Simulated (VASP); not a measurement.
Runs of VASP 6.6.1 on V. The structure is that of space group P6_3/mmc (No. 194), or close to it. The cells are those of the table. This isn't the form of V at room conditions, which is bcc.

```tsv
cell	gap on the mesh (eV)	pressure (GPa)
a = 2.510, b = 2.510, c = 9.082 Å, angles 90.0, 90.0, 120.0°, 4 atoms	none	9.4
a = 2.475, b = 2.475, c = 8.954 Å, angles 90.0, 90.0, 120.0°, 4 atoms	none	20.0
a = 2.545, b = 2.545, c = 9.206 Å, angles 90.0, 90.0, 120.0°, 4 atoms	none	0.5
a = 2.611, b = 2.611, c = 9.445 Å, angles 90.0, 90.0, 120.0°, 4 atoms	none	(b)
a = 2.578, b = 2.578, c = 9.327 Å, angles 90.0, 90.0, 120.0°, 4 atoms	none	(a)
a = 2.438, b = 2.438, c = 8.822 Å, angles 90.0, 90.0, 120.0°, 4 atoms	none	33.0
```

Alike in all rows: task single point; level LDA; potentials or basis VASP PAW LDA potentials, release 64 (V_sv); no spin polarisation; k mesh 16 × 16 × 4; cutoff (eV) 520; smearing fermi-dirac 0.1 eV.

Task: Fill in the values left out.

Result: (a) -6.8; (b) -12.8.

Caveats: the cell stands under pressure (at least some runs); the cell stands under tension (at least some runs).

A gap of «none» marks levels without a gap at the run's occupations.
